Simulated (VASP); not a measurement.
# Na4Hg (Im-3m) in VASP: single point with PBE

Aim: the single point of Na4Hg with PBE.

Everything below comes from runs of VASP 6.6.1. Logs are shortened: lines on timing, memory, paths and dates and some standing lists are left out, and cuts for length are marked.

### Step 1. The cell of the first run

It takes space group Im-3m (No. 229, cubic). The conventional cell has a = 7.222 Å, b = 7.222 Å, c = 7.222 Å, α = 90.00°, β = 90.00°, γ = 90.00°. Within 4.1 Å of Na (site symmetry -3m) lie 2 Hg at 3.13 Å and 6 Na at 3.61 Å. Within 4.1 Å of Hg (site symmetry m-3m) lie 8 Na at 3.13 Å.

### Step 2. Single point, PBE

File POSCAR:

```
Na4Hg
1.0
   -3.6110007769      3.6110007769      3.6110007769
    3.6110007769     -3.6110007769      3.6110007769
    3.6110007769      3.6110007769     -3.6110007769
Na Hg
4 1
Direct
    0.0000000000      0.0000000000      0.5000000000
    0.5000000000      0.0000000000      0.0000000000
    0.0000000000      0.5000000000      0.0000000000
    0.5000000000      0.5000000000      0.5000000000
    0.0000000000      0.0000000000      0.0000000000
```

File INCAR.step1:

```
SYSTEM = Na4Hg
PREC = Accurate
ENCUT = 520
EDIFF = 1E-6
ISMEAR = 0
SIGMA = 0.1
LREAL = .FALSE.
LASPH = .TRUE.
NELM = 100
ALGO = Normal
ISIF = 2
LWAVE = .FALSE.
LCHARG = .TRUE.
GGA = PE
NBANDS = 28
```

File KPOINTS.step1:

```
Automatic mesh
0
G
  8 8 8
  0 0 0
```

File INCAR.step2:

```
SYSTEM = Na4Hg
PREC = Accurate
ENCUT = 520
EDIFF = 1E-6
ISMEAR = -5
SIGMA = 0.1
LREAL = .FALSE.
LASPH = .TRUE.
NELM = 100
ALGO = Normal
ISIF = 2
LWAVE = .FALSE.
LCHARG = .FALSE.
GGA = PE
LORBIT = 11
NBANDS = 28
NEDOS = 2001
ICHARG = 11
```

File KPOINTS.step2:

```
Automatic mesh
0
G
  12 12 12
  0 0 0
```

Potentials or basis: VASP PAW PBE potentials, release 64 (Na_pv, Hg).

Run with:

```console
$ cat potpaw_PBE.64/Na_pv/POTCAR potpaw_PBE.64/Hg/POTCAR > POTCAR
$ cp INCAR.step1 INCAR
$ cp KPOINTS.step1 KPOINTS
$ mpirun -np 1 vasp_std > vasp.out
$ cp INCAR.step2 INCAR
$ cp KPOINTS.step2 KPOINTS
$ mpirun -np 1 vasp_std > vasp.out
```

OUTCAR:

```text
SYSTEM = Na4Hg
   PREC = Accurate
   ENCUT = 520
   EDIFF = 1E-6
   ISMEAR = -5
   LREAL = .FALSE.
   LASPH = .TRUE.
   NELM = 100
   ISIF = 2
   GGA = PE
   LORBIT = 11
   ICHARG = 11

 ion  position               nearest neighbor table
   1  0.000  0.000  0.500-   5 3.13   5 3.13
   2  0.500  0.000  0.000-   5 3.13   5 3.13
   3  0.000  0.500  0.000-   5 3.13   5 3.13
   4  0.500  0.500  0.500-   5 3.13   5 3.13
   5  0.000  0.000  0.000-   1 3.13   2 3.13   3 3.13   4 3.13   1 3.13   3 3.13   2 3.13   4 3.13

  LATTYP: Found a body centered cubic cell.
 ALAT       =     7.2220015538

  Lattice vectors:

 A1 = (  -3.6110007769,   3.6110007769,   3.6110007769)
 A2 = (   3.6110007769,  -3.6110007769,   3.6110007769)
 A3 = (   3.6110007769,   3.6110007769,  -3.6110007769)

Analysis of symmetry for initial positions (statically):
=====================================================================
 Subroutine PRICEL returns:
 Original cell was already a primitive cell.

 Routine SETGRP: Setting up the symmetry group for a
 body centered cubic supercell.

 Subroutine GETGRP returns: Found 48 space group operations
 (whereof 48 operations were pure point group operations)
 out of a pool of 48 trial point group operations.

The static configuration has the point symmetry O_h .

Analysis of symmetry for dynamics (positions and initial velocities):
=====================================================================
 Subroutine PRICEL returns:
 Original cell was already a primitive cell.

 Routine SETGRP: Setting up the symmetry group for a
 body centered cubic supercell.

 Subroutine GETGRP returns: Found 48 space group operations
 (whereof 48 operations were pure point group operations)
 out of a pool of 48 trial point group operations.

The dynamic configuration has the point symmetry O_h .

 Subroutine INISYM returns: Found 48 space group operations
 (whereof 48 operations are pure point group operations),
 and found     1 'primitive' translations

----------------------------------------------------------------------------------------

                                     Primitive cell

  volume of cell :     188.3401

  direct lattice vectors                    reciprocal lattice vectors
    -3.611000777  3.611000777  3.611000777     0.000000000  0.138465769  0.138465769
     3.611000777 -3.611000777  3.611000777     0.138465769  0.000000000  0.138465769
     3.611000777  3.611000777 -3.611000777     0.138465769  0.138465769  0.000000000

  length of vectors
     6.254436812  6.254436812  6.254436812     0.195820169  0.195820169  0.195820169

  position of ions in fractional coordinates (direct lattice)
     0.000000000  0.000000000  0.500000000
     0.500000000  0.000000000  0.000000000
     0.000000000  0.500000000  0.000000000
     0.500000000  0.500000000  0.500000000
     0.000000000  0.000000000  0.000000000

  ion indices of the primitive-cell ions
   primitive index   ion index
                 1           1
                 2           2
                 3           3
                 4           4
                 5           5

----------------------------------------------------------------------------------------

 KPOINTS: Automatic mesh

Automatic generation of k-mesh.
 Grid dimensions read from file:
 generate k-points for:   12   12   12

 Generating k-lattice:

  Cartesian coordinates                     Fractional coordinates (reciprocal lattice)
     0.000000000  0.011538814  0.011538814     0.083333333  0.000000000  0.000000000
     0.011538814  0.000000000  0.011538814     0.000000000  0.083333333  0.000000000
     0.011538814  0.011538814  0.000000000     0.000000000  0.000000000  0.083333333

  Length of vectors
     0.016318347  0.016318347  0.016318347

  Shift w.r.t. Gamma in fractional coordinates (k-lattice)
     0.000000000  0.000000000  0.000000000

 TETIRR: Found   1910 inequivalent tetrahedra from    10368

 Subroutine IBZKPT returns following result:
 ===========================================

 Found     72 irreducible k-points:

 Following reciprocal coordinates:
            Coordinates               Weight
  0.000000  0.000000  0.000000      1.000000
  0.083333  0.000000  0.000000     12.000000
  0.166667  0.000000  0.000000     12.000000
  0.250000  0.000000  0.000000     12.000000
  0.333333  0.000000  0.000000     12.000000
  0.416667  0.000000  0.000000     12.000000
[... 16 lines left out ...]
  0.333333  0.083333  0.083333     24.000000
  0.416667  0.083333  0.083333     12.000000
 [... further k-points ...]
   k-points           NKPTS =     72   k-points in BZ     NKDIM =     72   number of bands    NBANDS=     28
   number of dos      NEDOS =   2001   number of ions     NIONS =      5
   total plane-waves  NPLWV = 110592
   dimension x,y,z NGX =    48 NGY =   48 NGZ =   48
   dimension x,y,z NGXF=    96 NGYF=   96 NGZF=   96
   ions per type =               4   1
   NGX,Y,Z   is equivalent  to a cutoff of  12.76, 12.76, 12.76 a.u.
   NGXF,Y,Z  is equivalent  to a cutoff of  25.52, 25.52, 25.52 a.u.
 SYSTEM =  Na4Hg
   PREC   = accura    normal or accurate (medium, high low for compatibility)
   ISTART =      0    job   : 0-new  1-cont  2-samecut
   ICHARG =     11    charge: 1-file 2-atom 10-const
   ISPIN  =      1    spin polarized calculation?
   LNONCOLLINEAR =      F non collinear calculations
   LSORBIT =      F    spin-orbit coupling
   LASPH  =      T    aspherical Exc in radial PAW
   ENCUT  =  520.0 eV  38.22 Ry    6.18 a.u.  11.63 11.63 11.63*2*pi/ulx,y,z
   NELM   =    100;   NELMIN=  2; NELMDL=  0     # of ELM steps
   EDIFF  = 0.1E-05   stopping-criterion for ELM
   LREAL  =      F    real-space projection
[... 7 lines left out ...]
   TEBEG  =    0.0;   TEEND  =   0.0 temperature during run
   PSTRESS=    0.0 pullay stress
   NELECT =      40.0000    total number of electrons
   NUPDOWN=      -1.0000    fix difference up-down
   EMIN   =  10.00;   EMAX   =-10.00  energy-range for DOS
   EFERMI =   0.00;   METHOD = LEGACY
   ISMEAR =    -5;   SIGMA  =   0.10  broadening in eV -4-tet -1-fermi 0-gaus
   EFERMI_NEDOS =   21; number of points for ismear=-14 and -15
   IALGO  =     38    algorithm
   IMIX   =      4    mixing-type and parameters
     AMIX     =   0.40;   BMIX     =  1.00
     AMIX_MAG =   1.60;   BMIX_MAG =  1.00
  volume/ion in A,a.u.               =      37.67       254.20
  Fermi-wavevector in a.u.,A,eV,Ry     =   0.976744  1.845778 12.980340  0.954028
  Thomas-Fermi vector in A             =   2.107386
   LORBIT       =     11    0 simple, 1 ext, 2 COOP (PROOUT), +10 PAW based schemes
   GGA     = PE    functional components
   LHFCALC =     F    Hartree Fock is set to
   AEXX    =    0.0000 exact exchange contribution
   IVDW    =     0    specifies the selected vdW correction
   LEPSILON=     F    determine dielectric tensor
   LRPA    =     F    only Hartree local field effects (RPA)
 non-spin polarized calculation
 Fermi weights with tetrahedron method with Bloechl corrections
  energy-cutoff  :      520.00
  volume of cell :      188.34
 maximum number of plane-waves:      5096

 number of electron      40.0000031 magnetization

 Free energy of the ion-electron system (eV)
  ---------------------------------------------------
  ext. energy  EPLUGINS =         0.00000000
  ---------------------------------------------------
  free energy    TOTEN  =        -5.61459537 eV

  energy without entropy =       -5.61459537  energy(sigma->0) =       -5.61459537

 E-fermi :   0.3052     XC(G=0):  -6.7363

 val. band max:        0.3928461619   @ k =   0.5000   0.5000   0.0833
 cond. band min:       0.2714703278   @ k =  -0.2500   0.2500   0.2500
 fundamental gap:     -0.1213758340
 Fermi energy:         0.3052032850

 k-point     1 :       0.0000    0.0000    0.0000
  band No.  band energies     occupation
      1     -24.6142      2.00000
      2     -24.6142      2.00000
      3     -24.6142      2.00000
      4     -24.6047      2.00000
      5     -24.6047      2.00000
      6     -24.6047      2.00000
[... 20 lines left out ...]
     27       3.5608      0.00000
     28       3.8414      0.00000

 k-point     2 :       0.0833    0.0000    0.0000
  band No.  band energies     occupation
      1     -24.6140      2.00000
      2     -24.6140      2.00000
      3     -24.6137      2.00000
      4     -24.6047      2.00000
      5     -24.6046      2.00000
      6     -24.6043      2.00000
[... 20 lines left out ...]
     27       3.7983      0.00000
     28       3.9767      0.00000

 k-point     3 :       0.1667    0.0000    0.0000
  band No.  band energies     occupation
      1     -24.6136      2.00000
      2     -24.6135      2.00000
      3     -24.6123      2.00000
      4     -24.6045      2.00000
      5     -24.6044      2.00000
      6     -24.6031      2.00000
[... 20 lines left out ...]
     27       4.2725      0.00000
     28       4.3454      0.00000

 k-point     4 :       0.2500    0.0000    0.0000
  band No.  band energies     occupation
      1     -24.6129      2.00000
      2     -24.6128      2.00000
      3     -24.6100      2.00000
      4     -24.6042      2.00000
      5     -24.6039      2.00000
      6     -24.6013      2.00000
[... 578 lines left out ...]
     27       4.8585      0.00000
     28       5.2424      0.00000

 k-point    23 :       0.3333    0.0833    0.0833
  band No.  band energies     occupation
      1     -24.6104      2.00000
      2     -24.6102      2.00000
      3     -24.6039      2.00000
      4     -24.6029      2.00000
      5     -24.6025      2.00000
      6     -24.5971      2.00000
[... 20 lines left out ...]
     27       4.7331      0.00000
     28       5.1956      0.00000

 k-point    24 :       0.4167    0.0833    0.0833
  band No.  band energies     occupation
      1     -24.6102      2.00000
      2     -24.6100      2.00000
      3     -24.6028      2.00000
      4     -24.6023      2.00000
      5     -24.6005      2.00000
      6     -24.6000      2.00000
[... 20 lines left out ...]
     27       4.5252      0.00000
     28       5.6335      0.00000

 [... further k-points ...]
[... 5 lines left out ...]
  --------------------------------------------------------------------------------------
  -------------------------------------------------------------------------------------
  Total       -0.0002346     -0.0002346     -0.0002346      0.0000000      0.0000000     -0.0000000
  in kB       -0.0019960     -0.0019960     -0.0019960      0.0000000      0.0000000     -0.0000000
  external PRESSURE =      -0.0019960 kB  Pullay stress =       0.0000000 kB

 VOLUME and BASIS-vectors are now :
 -----------------------------------------------------------------------------
  energy-cutoff  :      520.00
  volume of cell :      188.34
      direct lattice vectors                 reciprocal lattice vectors
    -3.611000777  3.611000777  3.611000777     0.000000000  0.138465769  0.138465769
     3.611000777 -3.611000777  3.611000777     0.138465769  0.000000000  0.138465769
     3.611000777  3.611000777 -3.611000777     0.138465769  0.138465769  0.000000000

 POSITION                                       TOTAL-FORCE (eV/Angst)
 -----------------------------------------------------------------------------------
      1.80550      1.80550     -1.80550        -0.000000     -0.000000      0.000000
     -1.80550      1.80550      1.80550        -0.000000      0.000000     -0.000000
      1.80550     -1.80550      1.80550         0.000000      0.000000      0.000000
      1.80550      1.80550      1.80550        -0.000000     -0.000000      0.000000
      0.00000      0.00000      0.00000         0.000000      0.000000      0.000000
 -----------------------------------------------------------------------------------
    total drift:                                0.000000      0.000000     -0.000000

  FREE ENERGIE OF THE ION-ELECTRON SYSTEM (eV)
  ---------------------------------------------------
  free  energy   TOTEN  =        -5.6145953740 eV

  energy  without entropy=       -5.6145953740  energy(sigma->0) =       -5.61459537

 total charge

# of ion       s       p       d       tot
------------------------------------------
    1        0.098   5.963   0.000   6.061
    2        0.098   5.963   0.000   6.061
    3        0.098   5.963   0.000   6.061
    4        0.098   5.963   0.000   6.061
    5        0.954   0.270   9.276  10.500
--------------------------------------------------
tot          1.346  24.123   9.276  34.744
```

Wall time 2.8 min (1 thread of Intel Xeon 6975P-C (Granite Rapids), shared host); peak memory 0.5 GiB.

What came out:

```
Valence electrons inside the program's atomic spheres : Na 6.06; Hg 10.50
```

Levels at points of the mesh, in eV from the Fermi level:
| k point | band 18 | band 19 | band 20 | band 21 | band 22 | band 23 |
| --- | --- | --- | --- | --- | --- | --- |
| (0.00, 0.00, 0.00) | -5.31 | -0.31 | 0.89 | 0.89 | 0.89 | 2.78 |
| (0.50, 0.00, 0.00) | -4.92 | -1.72 | 0.21 | 0.43 | 0.56 | 1.76 |
| (0.50, 0.50, 0.50) | -4.69 | -0.70 | -0.70 | -0.70 | 0.34 | 0.34 |

Caveat: spin-orbit coupling is left out, which moves the levels of the heavy elements.
